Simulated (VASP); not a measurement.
A run of VASP 6.6.1 is set up as follows.

The input POSCAR:

```
CdSe
1.0
    0.0000000000      2.9653170805      3.0677809647
    2.9653170805      0.0000000000      3.0677809647
    2.9653170805      2.9653170805      0.0000000000
Cd Se
1 1
Direct
    0.0000000000      0.0000000000      0.0000000000
    0.2500000000      0.2500000000      0.2500000000
```

INCAR.step1

```
SYSTEM = CdSe
PREC = Accurate
ENCUT = 520
EDIFF = 1E-5
ISMEAR = 0
SIGMA = 0.01
LREAL = .False.
LASPH = .True.
NELM = 100
ALGO = Normal
ISIF = 2
LWAVE = .True.
LCHARG = .False.
GGA = PE
NBANDS = 16
```

The input INCAR.step2:

```
SYSTEM = CdSe
PREC = Accurate
ENCUT = 520
EDIFF = 1E-6
ISMEAR = 0
SIGMA = 0.01
LREAL = .False.
LASPH = .True.
NELM = 100
ALGO = Normal
ISIF = 2
LWAVE = .False.
LCHARG = .False.
GGA = PE
LHFCALC = .True.
HFSCREEN = 0.2079
PRECFOCK = Normal
ISTART = 1
NBANDS = 16
```

Contents of KPOINTS:

```
Automatic mesh
0
Gamma
  6 6 6
  0 0 0
```

Potentials or basis: VASP PAW PBE potentials, release 64 (Cd, Se).

Run with:

```sh
$ cat potpaw_PBE.64/Cd/POTCAR potpaw_PBE.64/Se/POTCAR > POTCAR
$ cp INCAR.step1 INCAR
$ mpirun -np 1 vasp_std > vasp.out
$ cp INCAR.step2 INCAR
$ mpirun -np 1 vasp_std > vasp.out
```

Task: Predict the pressure.

Result: 4.5 GPa.

Task: What does it give for the band gap on the k mesh?

Result: 1.61 eV, direct.

Stress tensor (GPa, compression positive):
```
4.66 0.00 0.00
0.00 4.66 0.00
0.00 0.00 4.11
```

Caveat: the cell differs from its parent crystal (biaxial xy strain -3.3%); the PAW data sets were made with another functional, which shifts forces and pressure a little.
